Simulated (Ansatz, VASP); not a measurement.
**One calculation of SnO2, two programs**

```xyz
6
Lattice="4.7374 0.0000 0.0000 0.0000 4.7374 0.0000 0.0000 0.0000 3.1864" Properties=species:S:1:pos:R:3 pbc="T T T"
Sn    0.0000    0.0000    0.0000
Sn    2.3687    2.3687    1.5932
O     1.4478    1.4478    0.0000
O     0.9208    3.8165    1.5932
O     3.2895    3.2895    0.0000
O     3.8165    0.9208    1.5932
```

Alike in both runs: task single point; functional r2SCAN; k mesh 6 × 6 × 8; occupations gaussian, width 0.05 eV; no spin polarisation.

|  | VASP | Ansatz |
| --- | --- | --- |
| version | VASP 6.6.1 | Ansatz 0.2.0 |
| potentials or method | VASP PAW PBE potentials, release 64 (Sn_d, O), cutoff 520 eV | scalar-relativistic, plane waves, PAW |
| valence electrons in the cell | 52 | 52 |

Ansatz gave:

* gap on the k mesh at the Fermi level (eV): 1.93
* least direct gap on the mesh (eV): 1.93
* pressure (GPa): 3.1
* traceless stress, the component that is largest in VASP (GPa): 0.47
* rms of the force components (eV/Å): 0.001

Question: Which values does VASP return?

Answer: gap on the k mesh at the Fermi level (eV): 1.96; least direct gap on the mesh (eV): 1.96; pressure (GPa): 4.2; traceless stress, the component that is largest in VASP (GPa): 0.82; rms of the force components (eV/Å): 0.014.

VASP's potentials were made for PBE, not for r2SCAN. Atom by atom the forces differ by 0.013 eV/Å (rms over components).
